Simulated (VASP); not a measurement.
Here is a VASP 6.6.1 calculation.

The input INCAR:

```
PREC     = Accurate       # precision mode
ENCUT    = 700            # plane-wave cutoff, eV
EDIFF    = 1E-6           # SCF threshold, eV
ISMEAR   = 0              # smearing method
SIGMA    = 0.1            # smearing width, eV
LREAL    = F              # projectors in reciprocal space
LASPH    = T              # aspherical terms in the spheres
NELM     = 120            # most SCF steps
ALGO     = Normal         # electronic algorithm
ISIF     = 2              # what is computed and relaxed
LWAVE    = F              # write WAVECAR
LCHARG   = F              # write CHGCAR
NBANDS   = 16             # bands
GGA_COMPAT= F
```

The input KPOINTS:

```
Automatic mesh
0
Gamma
  8 8 8
```

POSCAR

```
Cu
1.0
   -1.4427933200      1.4427933200      1.3760814500
    1.4427933200     -1.4427933200      1.3760814500
    1.4427933200      1.4427933200     -1.3760814500
Cu
1
Direct
    0.0000000000      0.0000000000      0.0000000000
```

Potentials or basis: VASP PAW LDA potentials, release 64 (Cu_sv_GW).

Command:

```bash
$ cat potpaw_LDA.64/Cu_sv_GW/POTCAR > POTCAR
$ mpirun -np 1 vasp_std > vasp.out
```

Q: Predict the pressure.

A: -11.6 GPa.

Stress tensor (GPa, compression positive):
```
-11.61   0.00   0.00
  0.00 -11.61   0.00
  0.00   0.00 -11.44
```

Caveat: the k points lie up to 0.39 Å⁻¹ apart.
